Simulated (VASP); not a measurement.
NaF: electric field gradients with LDA

Crystal: NaF.

```
Na F
1.0
     0.00000    2.31553    2.31553
     2.31553    0.00000    2.31553
     2.31553    2.31553    0.00000
Na F
1 1
Direct
  0.00000 0.00000 0.00000
  0.50000 0.50000 0.50000
```

This cell differs from its parent crystal: volume scaled by 0.99.

- Program: VASP 6.6.1
- Task: electric field gradients
- Functional: LDA
- Potentials or basis: VASP PAW LDA potentials, release 64 (Na_pv, F)
- Cutoff: 520 eV
- k mesh: 10 × 10 × 10
- Occupations: fermi-dirac, width 0.02 eV
- Spin: no spin polarisation
- Dipole correction: no
- Further INCAR settings: ALGO = Normal; EDIFF = 1e-08; NBANDS = 14

The pressure is -4.3 GPa and the band gap on the k mesh is 5.97 eV, direct.

Levels at points of the mesh, in eV from the valence-band top:
| k point | band 5 | band 6 | band 7 | band 8 | band 9 | band 10 |
| --- | --- | --- | --- | --- | --- | --- |
| (0.00, 0.00, 0.00) | 0.00 | 0.00 | 0.00 | 5.97 | 18.55 | 18.55 |
| (0.50, 0.00, 0.00) | -1.67 | -0.27 | -0.27 | 10.39 | 12.11 | 19.68 |
| (0.50, 0.50, 0.00) | -1.33 | -0.42 | -0.42 | 12.76 | 12.85 | 13.26 |

It took 4.5 s on 1 thread of Intel(R) Xeon(R) 6975P-C (Granite Rapids) (shared host), peak memory 0.12 GiB.

Caveat: without QUAD_EFG the Cq values of the log hold for a quadrupole moment of 1 mb, not for the nuclei. A k mesh can miss the band edges.
